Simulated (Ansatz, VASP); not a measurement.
SiNi3 in VASP and in Ansatz

```xyz
4
Lattice="3.4697 0.0000 0.0000 0.0000 3.4697 0.0000 0.0000 0.0000 3.4697" Properties=species:S:1:pos:R:3 pbc="T T T"
Ni    1.7348    1.7348    0.0000
Ni    1.7348    0.0000    1.7348
Ni    0.0000    1.7348    1.7348
Si    0.0000    0.0000    0.0000
```

Alike in both runs: task single point; functional PBEsol; k mesh 8 × 8 × 8; occupations fermi-dirac, width 0.05 eV; collinear spin.

|  | VASP | Ansatz |
| --- | --- | --- |
| version | VASP 6.6.1 | Ansatz 0.2.0 |
| potentials or method | VASP PAW PBE potentials, release 64 (Ni_sv_GW, Si) | Ansatz PAW |
| plane-wave cutoff (eV) | 590 | 420 |
| valence electrons in the cell | 58 | 58 |

Ansatz gave:

| Quantity | Value |
| --- | --- |
| gap on the k mesh at the Fermi level (eV) | none |
| pressure (GPa) | -1.8 |
| net moment per atom (μB) | 0.00 |

Question: What did VASP give for the same quantities?

Answer: gap on the k mesh at the Fermi level (eV): none; pressure (GPa): -4.7; net moment per atom (μB): 0.00.

VASP's potentials were made for PBE, not for PBEsol. A gap of «none» marks a metal or a gap that the smearing closes. The functional is the same, so the differences come from potentials, cutoffs and numerics.
